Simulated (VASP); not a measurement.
# WC (P-6m2) in VASP: notebook, part 2 of 2

VASP 6.6.1. The steps go on from the part before.

**4. Single point, PBEsol (strain +0.040 along x and y, +0.080 along z)**

INCAR

```
SYSTEM = WC
PREC = Accurate ; ENCUT = 520
EDIFF = 1E-6 ; ISMEAR = 0
SIGMA = 0.15 ; LREAL = .False.
LASPH = .True. ; NELM = 60
ALGO = Normal ; ISIF = 2
LWAVE = .False. ; LCHARG = .False.
GGA = PS ; NBANDS = 16
```

KPOINTS

```
regular mesh
0
Gamma
  24 24 22
  0 0 0
```

POSCAR

```
WC
1.0
    3.0143502137      0.0000000000      0.0000000000
   -1.5071751068      2.6105038610      0.0000000000
    0.0000000000      0.0000000000      3.0538208559
W C
1 1
Direct
    0.0000000000      0.0000000000      0.0000000000
    0.6666666667      0.3333333333      0.5000000000
```

Potentials or basis: VASP PAW PBE potentials, release 64 (W_sv, C).

The run is started by

```bash
$ cat potpaw_PBE.64/W_sv/POTCAR potpaw_PBE.64/C/POTCAR > POTCAR
$ mpirun -np 1 vasp_std > vasp.out
```

OUTCAR:

```text
SYSTEM = WC
   PREC = Accurate
   ENCUT = 520
   EDIFF = 1E-6
   ISMEAR = 0
   LREAL = .False.
   LASPH = .True.
   NELM = 60
   ISIF = 2
   GGA = PS

 ion  position               nearest neighbor table
   1  0.000  0.000  0.000-   2 2.32   2 2.32   2 2.32   2 2.32   2 2.32   2 2.32
   2  0.667  0.333  0.500-   1 2.32   1 2.32   1 2.32   1 2.32   1 2.32   1 2.32

  LATTYP: Found a hexagonal cell.
 ALAT       =     3.0143502137
 C/A-ratio  =     1.0130942457

  Lattice vectors:

[... 645 lines left out ...]

  FORCE on cell =-STRESS in cart. coord.  units (eV):
  Direction    XX          YY          ZZ          XY          YZ          ZX
  --------------------------------------------------------------------------------------
  -------------------------------------------------------------------------------------
  Total       -5.5276001     -5.5276001     -9.5403644     -0.0000000      0.0000000      0.0000000
  in kB     -368.5408193   -368.5408193   -636.0832242     -0.0000000      0.0000000      0.0000000
  external PRESSURE =    -457.7216209 kB  Pullay stress =       0.0000000 kB

 VOLUME and BASIS-vectors are now :
 -----------------------------------------------------------------------------
  energy-cutoff  :      520.00
  volume of cell :       24.03
      direct lattice vectors                 reciprocal lattice vectors
     3.014350214  0.000000000  0.000000000     0.331746456  0.191533906  0.000000000
    -1.507175107  2.610503861  0.000000000     0.000000000  0.383067811  0.000000000
     0.000000000  0.000000000  3.053820856     0.000000000  0.000000000  0.327458632

 POSITION                                       TOTAL-FORCE (eV/Angst)
 -----------------------------------------------------------------------------------
      0.00000      0.00000      0.00000         0.000000      0.000000      0.000000
      1.50718      0.87017      1.52691        -0.000000     -0.000000      0.000000
 -----------------------------------------------------------------------------------
    total drift:                               -0.000000      0.000000      0.000000

  FREE ENERGIE OF THE ION-ELECTRON SYSTEM (eV)
  ---------------------------------------------------
  free  energy   TOTEN  =       -23.2926094773 eV

  energy  without entropy=      -23.2894734584  energy(sigma->0) =      -23.29104147
```

stdout:

```text
POSCAR found type information on POSCAR W C
 POSCAR found :  2 types and       2 ions
 scaLAPACK will be used
 -----------------------------------------------------------------------------
|                                                                             |
|                                                                             |
|     You enforced a specific xc type in the INCAR file but a different       |
|     I HOPE YOU KNOW WHAT YOU ARE DOING!                                     |
|                                                                             |
 -----------------------------------------------------------------------------

 LDA part: xc-table for (Slater+PW92), standard interpolation
 POSCAR, INCAR and KPOINTS ok, starting setup
 FFT: planning ... GRIDC
 FFT: planning ... GRID_SOFT
 FFT: planning ... GRID
 WAVECAR not read
 entering main loop
```

Run time: 64 s. Hardware: 1 thread of Intel Xeon 6975P-C (Granite Rapids), shared host; peak memory 0.37 GiB.

Results:

```
Free energy            : -23.2926 eV
Pressure               : -45.8 GPa
Band gap on the k mesh : zero (bands 9 and 10 overlap by 0.95 eV)
```

Stress tensor (GPa, compression positive):
```
-36.85   0.00   0.00
  0.00 -36.85   0.00
  0.00   0.00 -63.61
```

Levels at points of the mesh, in eV from the Fermi level:
```
           k point  band 5  band 6  band 7  band 8  band 9  band 10  band 11  band 12  band 13  band 14
(0.00, 0.00, 0.00)  -13.29   -3.63   -2.53   -2.53   -0.21     2.55     2.55     4.76     4.76     5.59
(0.50, 0.00, 0.00)  -10.27   -6.26   -3.35   -2.94   -0.12     1.79     3.90     4.30     5.85     8.16
(0.00, 0.00, 0.50)  -10.18   -7.83   -1.33   -1.33   -0.47    -0.47     2.50     4.27     4.27     8.95
(0.50, 0.00, 0.50)  -10.28   -5.60   -3.88   -3.36    0.00     3.76     4.03     5.35     7.73     8.12
```

Caveat: the cell differs from its parent crystal (strain +0.040 along x and y, +0.080 along z); the stress differs along the axes, from -64 to -37 GPa; the PAW data sets were made with another functional, which shifts forces and pressure a little; spin-orbit coupling is left out, which moves the levels of the heavy elements.

**5. Single point, PBEsol (strain +0.080 along x and y, +0.040 along z)**

INCAR

```
SYSTEM = WC
PREC     = Accurate       ! precision mode
ENCUT    = 520            ! plane-wave cutoff, eV
EDIFF    = 1E-6           ! SCF threshold, eV
ISMEAR   = 0              ! smearing method
SIGMA    = 0.15           ! smearing width, eV
LREAL    = .False.        ! projectors in reciprocal space
LASPH    = .True.         ! aspherical terms in the spheres
NELM     = 60             ! most SCF steps
ALGO     = Normal         ! electronic algorithm
ISIF     = 2              ! what is computed and relaxed
LWAVE    = .False.        ! write WAVECAR
LCHARG   = .False.        ! write CHGCAR
GGA      = PS             ! functional
NBANDS   = 16             ! bands
```

KPOINTS is that of step 4.

POSCAR

```
WC
1.0
    3.1302867604      0.0000000000      0.0000000000
   -1.5651433802      2.7109078556      0.0000000000
    0.0000000000      0.0000000000      2.9407163797
W C
1 1
Direct
    0.0000000000      0.0000000000      0.0000000000
    0.6666666667      0.3333333333      0.5000000000
```

The run is started by

```bash
$ cat potpaw_PBE.64/W_sv/POTCAR potpaw_PBE.64/C/POTCAR > POTCAR
$ mpirun -np 1 vasp_std > vasp.out
```

It took 70 s on 1 thread of Intel Xeon 6975P-C (Granite Rapids), shared host; peak memory 0.37 GiB.

It converged, with:

```
Free energy            : -23.0782 eV
Pressure               : -50.4 GPa
Band gap on the k mesh : zero (bands 9 and 10 overlap by 1.18 eV)
```

Stress tensor (GPa, compression positive):
```
-53.40   0.00   0.00
  0.00 -53.40   0.00
  0.00   0.00 -44.46
```

Levels at points of the mesh, in eV from the Fermi level:
| k point | band 5 | band 6 | band 7 | band 8 | band 9 | band 10 | band 11 | band 12 | band 13 | band 14 |
| --- | --- | --- | --- | --- | --- | --- | --- | --- | --- | --- |
| (0.00, 0.00, 0.00) | -13.09 | -3.38 | -2.88 | -2.88 | 0.44 | 2.50 | 2.50 | 4.77 | 4.78 | 4.78 |
| (0.50, 0.00, 0.00) | -10.42 | -6.26 | -2.83 | -2.55 | -0.59 | 1.91 | 3.31 | 3.40 | 5.91 | 8.47 |
| (0.00, 0.00, 0.50) | -9.82 | -7.46 | -1.89 | -1.89 | -0.41 | -0.41 | 3.48 | 3.85 | 3.85 | 8.81 |
| (0.50, 0.00, 0.50) | -10.14 | -5.41 | -3.69 | -3.65 | 0.14 | 3.16 | 4.14 | 5.03 | 7.40 | 7.88 |

Caveat: the cell differs from its parent crystal (strain +0.080 along x and y, +0.040 along z); the stress differs along the axes, from -53 to -44 GPa; the PAW data sets were made with another functional, which shifts forces and pressure a little; spin-orbit coupling is left out, which moves the levels of the heavy elements.

**6. Summary**

```csv
cell,gap on the mesh (eV),pressure (GPa)
"a = 3.014, b = 3.014, c = 2.941 Å, angles 90.0, 90.0, 120.0°, 2 atoms",none,-36.8
"a = 3.130, b = 3.130, c = 2.828 Å, angles 90.0, 90.0, 120.0°, 2 atoms",none,-41.0
"a = 3.014, b = 3.014, c = 3.054 Å, angles 90.0, 90.0, 120.0°, 2 atoms",none,-45.8
"a = 3.130, b = 3.130, c = 2.941 Å, angles 90.0, 90.0, 120.0°, 2 atoms",none,-50.4
```

Alike in all rows: task single point; level PBEsol; potentials or basis VASP PAW PBE potentials, release 64 (W_sv, C); no spin polarisation; k mesh 24 × 24 × 22; cutoff (eV) 520; smearing gaussian 0.15 eV.

Caveats: the PAW data sets were made with another functional, which shifts forces and pressure a little; spin-orbit coupling is left out, which moves the levels of the heavy elements; the stress differs along the axes, from -41 to -35 GPa (at least some runs); the stress differs along the axes, from -52 to -19 GPa (at least some runs); the stress differs along the axes, from -64 to -37 GPa (at least some runs); the stress differs along the axes, from -53 to -44 GPa (at least some runs).

Total energies depend on the potentials used, so only differences within one code and one set of settings carry meaning.
